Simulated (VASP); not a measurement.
Here is a VASP 6.6.1 calculation.

INCAR

```
SYSTEM = Na
PREC = Accurate
ENCUT = 520
EDIFF = 1E-7
ISMEAR = -1
SIGMA = 0.1
LREAL = .FALSE.
LASPH = .TRUE.
NELM = 80
ALGO = Normal
ISIF = 2
LWAVE = .FALSE.
LCHARG = .FALSE.
GGA = B5
ALDAX = 1.0
AGGAX = 1.0
AGGAC = 1.0
ALDAC = 0.0
NBANDS = 10
```

File KPOINTS:

```
regular mesh
0
G
  12 12 12
  0 0 0
```

The input POSCAR:

```
Na
1.0
    0.0000000000      2.6546664300      2.6546664300
    2.6546664300      0.0000000000      2.6546664300
    2.6546664300      2.6546664300      0.0000000000
Na
1
Direct
    0.0000000000      0.0000000000      0.0000000000
```

Potentials or basis: VASP PAW PBE potentials, release 64 (Na_pv).

The run is started by

```console
$ cat potpaw_PBE.64/Na_pv/POTCAR > POTCAR
$ mpirun -np 1 vasp_std > vasp.out
```

(1) Predict the pressure.

(2) Estimate the band gap on the k mesh.

Results:

(1) 0.0 GPa.

(2) zero (an odd number of electrons rules out a gap without spin polarisation).

Caveat: the PAW data sets were made with another functional, which shifts forces and pressure a little.
